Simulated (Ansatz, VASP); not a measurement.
**Two plane-wave programs on CaO**

```
Ca O
1.0
     0.00000    2.40356    2.40356
     2.40356    0.00000    2.40356
     2.40356    2.40356    0.00000
Ca O
1 1
Cartesian
  0.0000 0.0000 0.0000
  2.4036 2.4036 2.4036
```

Alike in both runs: task relaxation of cell and atoms; functional PBEsol; k mesh 10 × 10 × 10; occupations fermi-dirac, width 0.05 eV; no spin polarisation.

```csv
,VASP,Ansatz
version,VASP 6.6.1,Ansatz 0.2.0
potentials or method,"VASP PAW PBE potentials, release 64 (Ca_sv, O)",Ansatz PAW
plane-wave cutoff (eV),600,420
valence electrons in the cell,16,16
```

VASP gave:

| Item | Value |
| --- | --- |
| relaxed volume (Å³/atom) | 13.61 |
| relaxed cell length with the largest relative difference (Å) | 3.376 |

Question: What did Ansatz give for the same quantities?

Answer: Relaxed volume (Å³/atom): 13.54; relaxed cell length with the largest relative difference (Å): 3.371.

VASP's potentials were made for PBE, not for PBEsol.

Noted on Ansatz's run: the plane-wave basis is chosen anew once the cell has moved, so the energies of steps on either side of that aren't comparable.
